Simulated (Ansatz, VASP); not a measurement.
**One calculation of Ti, two programs**

File POSCAR:

```
Ti
1.0
    2.9888202413      0.0000000000      0.0000000000
   -1.4944101206      2.5883942563      0.0000000000
    0.0000000000      0.0000000000      4.7415860099
Ti
2
Direct
    0.6666666667      0.3333333333      0.7500000000
    0.3333333333      0.6666666667      0.2500000000
```

Contents of INCAR.step1:

```
SYSTEM = Ti
  ALGO = Normal
  EDIFF = 1E-4
  ENCUT = 520
  GGA = PE
  ISMEAR = -1
  LASPH = .TRUE.
  LCHARG = .FALSE.
  LREAL = .FALSE.
  LWAVE = .TRUE.
  NBANDS = 19
  NELM = 80
  PREC = Accurate
  SIGMA = 0.05
```

INCAR.step2

```
SYSTEM = Ti
  ALGO = Normal
  EDIFF = 1E-6
  ENCUT = 520
  ISIF = 2
  ISMEAR = -1
  ISTART = 1
  LASPH = .TRUE.
  LCHARG = .FALSE.
  LMIXTAU = .TRUE.
  LREAL = .FALSE.
  LWAVE = .FALSE.
  METAGGA = R2SCAN
  NBANDS = 19
  NELM = 80
  PREC = Accurate
  SIGMA = 0.05
```

File KPOINTS:

```
k-points
0
G
  10 10 6
  0 0 0
```

The input input.yaml:

```yaml
crystal:
  lattice:
    - [2.9888202413, 0.0, 0.0]
    - [-1.4944101206, 2.5883942563, 0.0]
    - [0.0, 0.0, 4.7415860099]
  atoms:
    - { symbol: Ti, position: [0.6666666667, 0.3333333333, 0.75] }
    - { symbol: Ti, position: [0.3333333333, 0.6666666667, 0.25] }
hamiltonian:
  xc: r2scan
  pseudopotentials: { kind: paw }
kpoints:
  mp_grid: { grid: [10, 10, 6] }
scf:
  occupations: { method: fermi_dirac, width: 0.05 }
output:
  forces: true
  stress: true
  eigenvalues: true
  write_density: true
  write_potential: true
  elf: true
  volumetric_format: npy
```

Alike in both runs: task single point; functional r2SCAN; k mesh 10 × 10 × 6; occupations fermi-dirac, width 0.05 eV; no spin polarisation.

|  | VASP | Ansatz |
| --- | --- | --- |
| version | VASP 6.6.1 | Ansatz 0.2.0 |
| potentials or method | VASP PAW PBE potentials, release 64 (Ti_sv) | Ansatz PAW |
| plane-wave cutoff (eV) | 520 | 500 |
| valence electrons in the cell | 24 | 24 |

Ansatz gave:

- gap on the k mesh at the Fermi level (eV): none
- pressure (GPa): -6.1
- traceless stress, the component that is largest in VASP (GPa): -0.32

**Question.** What did VASP give for the same quantities?

**Answer.** gap on the k mesh at the Fermi level (eV): none; pressure (GPa): -5.8; traceless stress, the component that is largest in VASP (GPa): -0.29.

VASP's potentials were made for PBE, not for r2SCAN. A gap of «none» marks a metal or a gap that the smearing closes.
